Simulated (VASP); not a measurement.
A run of VASP 6.6.1 is set up as follows.

The input INCAR:

```
  PREC = Accurate
  ENCUT = 520
  EDIFF = 1E-6
  ISMEAR = -1
  SIGMA = 0.05
  LREAL = Auto
  LASPH = True
  NELM = 150
  ALGO = Normal
  ISIF = 2
  LWAVE = False
  LCHARG = True
  ISPIN = 2
  MAGMOM = 0 0 0 0 0 0 0.182 0.182 0 0 0 0 0 0 0 0 0 0 0 0.182 0 0 0 0.182 0 0 0 0 0 0.182 0 0.182 0.182 0 0 0 0 0 0 0 0.182 0 0.182 0 0 0 0 0 0 0 0 0 0.182 0 0 0 0 0 0 0 0 0 0.182 0 0
  LORBIT = 11
  GGA = PS
  LELF = True
  LVHAR = True
  ISYM = 0
  NBANDS = 172
```

Contents of KPOINTS:

```
Automatic mesh
0
Gamma
  1 1 1
  0.25 0.25 0.25
```

POSCAR

```
Si33C32
1.0
    8.7137060000      0.0000000000      0.0000000000
    0.0000000000      8.7137060000      0.0000000000
    0.0000000000      0.0000000000      8.7137060000
Si C
33 32
Direct
    0.0002840000      0.0003000000      0.0000910000
    0.0001430000      0.0001610000      0.4983050000
    0.0002280000      0.5000720000      0.0018540000
    0.0006800000      0.5005830000      0.4962510000
    0.5000540000      0.0002460000      0.0018530000
    0.5005700000      0.0006960000      0.4962490000
    0.4997380000      0.4997580000      0.0213020000
    0.5030020000      0.5030250000      0.4761430000
    0.2487360000      0.2487550000      0.0005790000
    0.2483880000      0.2484070000      0.4978510000
    0.2462470000      0.7513200000      0.0007650000
    0.2487400000      0.7511300000      0.4982070000
    0.7513060000      0.2462730000      0.0007670000
    0.7511140000      0.2487600000      0.4982070000
    0.7504350000      0.7504510000      0.9998970000
    0.7513070000      0.7513260000      0.4957200000
    0.2488380000      0.0001580000      0.2496050000
    0.2467780000      0.0006960000      0.7500270000
    0.2467800000      0.5005820000      0.2501360000
    0.2266750000      0.5030070000      0.7524540000
    0.7506270000      0.0003010000      0.2497430000
    0.7523910000      0.0002500000      0.7495210000
    0.7523910000      0.5000770000      0.2496970000
    0.7718290000      0.4997630000      0.7491890000
    0.0001440000      0.2488560000      0.2496060000
    0.0006820000      0.2467970000      0.7500290000
    0.0002850000      0.7506410000      0.2497440000
    0.0002290000      0.7524040000      0.7495180000
    0.5005720000      0.2467940000      0.2501380000
    0.5030000000      0.2266920000      0.7524660000
    0.5000570000      0.7524040000      0.2496920000
    0.4997440000      0.7718490000      0.7491950000
    0.5007720000      0.5007890000      0.7502340000
    0.1252080000      0.1252250000      0.1253460000
    0.1262320000      0.1262500000      0.6251400000
    0.1252750000      0.6251790000      0.1248980000
    0.1221300000      0.6285640000      0.6220870000
    0.6251640000      0.1252920000      0.1248950000
    0.6285460000      0.1221490000      0.6220840000
    0.6277240000      0.6277370000      0.1279230000
    0.6230020000      0.6230070000      0.6270920000
    0.3726770000      0.3726920000      0.1289070000
    0.3795620000      0.3795970000      0.6290550000
    0.3753140000      0.8745160000      0.1239650000
    0.3726770000      0.8794590000      0.6221440000
    0.8745000000      0.3753330000      0.1239680000
    0.8794460000      0.3726920000      0.6221460000
    0.8753900000      0.8754030000      0.1248500000
    0.8745040000      0.8745220000      0.6247800000
    0.3756780000      0.1262480000      0.3756970000
    0.3726150000      0.1221470000      0.8780110000
    0.3726160000      0.6285630000      0.3715920000
    0.3776410000      0.6230000000      0.8724690000
    0.8758810000      0.1252270000      0.3746720000
    0.8754380000      0.1252940000      0.8746270000
    0.8754400000      0.6251810000      0.3747430000
    0.8784590000      0.6277340000      0.8771810000
    0.1262300000      0.3756970000      0.3756970000
    0.1221260000      0.3726380000      0.8780120000
    0.1252070000      0.8759000000      0.3746730000
    0.1252760000      0.8754530000      0.8746240000
    0.6285410000      0.3726360000      0.3715940000
    0.6229890000      0.3776510000      0.8724630000
    0.6251630000      0.8754530000      0.3747380000
    0.6277200000      0.8784760000      0.8771810000
```

Potentials or basis: VASP PAW PBE potentials, release 64 (Si, C).

The run is started by

```console
$ cat potpaw_PBE.64/Si/POTCAR potpaw_PBE.64/C/POTCAR > POTCAR
$ mpirun -np 1 vasp_std > vasp.out
```

What does it give for the largest force?

0.321 eV/Å.

Predict the net moment.

0.00 μB per cell.

Forces on the atoms (eV/Å):
```
Si   0.025  0.025  0.160
Si   0.060  0.060  0.150
Si  -0.034  0.042  0.124
Si   0.051  0.037  0.132
Si   0.042 -0.034  0.124
Si   0.036  0.051  0.132
Si   0.136  0.135  0.168
Si  -0.119 -0.120  0.172
Si   0.074  0.075  0.099
Si   0.095  0.095  0.097
Si   0.228  0.160  0.161
Si   0.073  0.100  0.074
Si   0.160  0.226  0.160
Si   0.099  0.073  0.074
Si   0.062  0.062  0.062
Si   0.158  0.158  0.226
Si   0.147  0.061  0.061
Si   0.130  0.050  0.037
Si   0.130  0.035  0.052
Si   0.175 -0.117 -0.115
Si   0.161  0.024  0.026
Si   0.128 -0.033  0.042
Si   0.128  0.043 -0.033
Si   0.168  0.135  0.134
Si   0.060  0.147  0.061
Si   0.050  0.130  0.036
Si   0.025  0.161  0.026
Si  -0.032  0.128  0.043
Si   0.034  0.130  0.051
Si  -0.118  0.175 -0.116
Si   0.043  0.128 -0.033
Si   0.135  0.166  0.133
Si  -0.036 -0.036 -0.034
C   -0.066 -0.066 -0.094
C   -0.097 -0.098 -0.093
C   -0.034 -0.106 -0.117
C   -0.062 -0.077 -0.095
C   -0.106 -0.033 -0.117
C   -0.076 -0.063 -0.094
C   -0.069 -0.068 -0.038
C   -0.065 -0.063 -0.016
C   -0.068 -0.069 -0.095
C   -0.127 -0.130 -0.136
C   -0.114 -0.042 -0.037
C   -0.069 -0.098 -0.062
C   -0.042 -0.113 -0.036
C   -0.098 -0.068 -0.062
C   -0.058 -0.058 -0.055
C   -0.043 -0.044 -0.107
C   -0.094 -0.092 -0.097
C   -0.101 -0.065 -0.077
C   -0.102 -0.077 -0.068
C   -0.030 -0.060 -0.071
C   -0.099 -0.066 -0.072
C   -0.120 -0.032 -0.114
C   -0.120 -0.106 -0.041
C   -0.042 -0.071 -0.077
C   -0.092 -0.094 -0.097
C   -0.065 -0.102 -0.077
C   -0.066 -0.099 -0.072
C   -0.033 -0.120 -0.114
C   -0.076 -0.102 -0.067
C   -0.060 -0.029 -0.071
C   -0.106 -0.120 -0.041
C   -0.071 -0.041 -0.077
```

Caveat: the k points lie up to 0.36 Å⁻¹ apart; the PAW data sets were made with another functional, which shifts forces and pressure a little.
